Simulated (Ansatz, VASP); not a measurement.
# Two plane-wave programs on W

File INCAR:

```
SYSTEM = W
ALGO     = Normal         ! electronic algorithm
EDIFF    = 1E-7           ! SCF threshold, eV
ENCUT    = 520            ! plane-wave cutoff, eV
ISIF     = 2              ! what is computed and relaxed
ISMEAR   = 0              ! smearing method
LASPH    = .TRUE.         ! aspherical terms in the spheres
LCHARG   = .FALSE.        ! write CHGCAR
LREAL    = .FALSE.        ! projectors in reciprocal space
LWAVE    = .FALSE.        ! write WAVECAR
NBANDS   = 13             ! bands
NELM     = 100            ! most SCF steps
PREC     = Accurate       ! precision mode
SIGMA    = 0.15           ! smearing width, eV
```

KPOINTS

```
k-points
0
G
  20 20 20
  0 0 0
```

The input POSCAR:

```
W
1.0
   -1.5837588126      1.5837588126      1.5837588126
    1.5837588126     -1.5837588126      1.5837588126
    1.5837588126      1.5837588126     -1.5837588126
W
1
Direct
    0.0000000000      0.0000000000      0.0000000000
```

Input for Ansatz:

```yaml
crystal:
  lattice:
    - [-1.5837588126, 1.5837588126, 1.5837588126]
    - [1.5837588126, -1.5837588126, 1.5837588126]
    - [1.5837588126, 1.5837588126, -1.5837588126]
  atoms:
    - { symbol: W, position: [0.0, 0.0, 0.0] }
basis:
  ecutwfc: 420
kpoints:
  mp_grid: { grid: [20, 20, 20] }
hamiltonian:
  xc: lda
  pseudopotentials: { kind: paw, azcp: { folder: soft_1 } }
scf:
  occupations: { method: gaussian, width: 0.15 }
output:
  forces: true
  stress: true
  eigenvalues: true
```

Change from the starting cell: equal engineering shear yz, xz and xy +0.0000, equal normal strain along x, y and z +0.0100.

Alike in both runs: task single point; functional LDA; k mesh 20 × 20 × 20; occupations gaussian, width 0.15 eV; no spin polarisation.

```csv
,VASP,Ansatz
version,VASP 6.6.1,Ansatz 0.2.0
potentials or method,"VASP PAW LDA potentials, release 64 (W_sv), cutoff 520 eV","scalar-relativistic, plane waves, PAW"
valence electrons in the cell,14,14
```

```tsv
	VASP	Ansatz	Ansatz less VASP
gap on the k mesh at the Fermi level (eV)	none	none	-
pressure (GPa)	-7.9	-9.6	-1.65
```

Ansatz warns that its potentials were made for another functional, while VASP's fit it. LDA's correlation is that of Perdew and Zunger in VASP and of Perdew and Wang (1992) in Ansatz. A gap of «none» marks a metal or a gap that the smearing closes.

Spin-orbit coupling is off throughout.
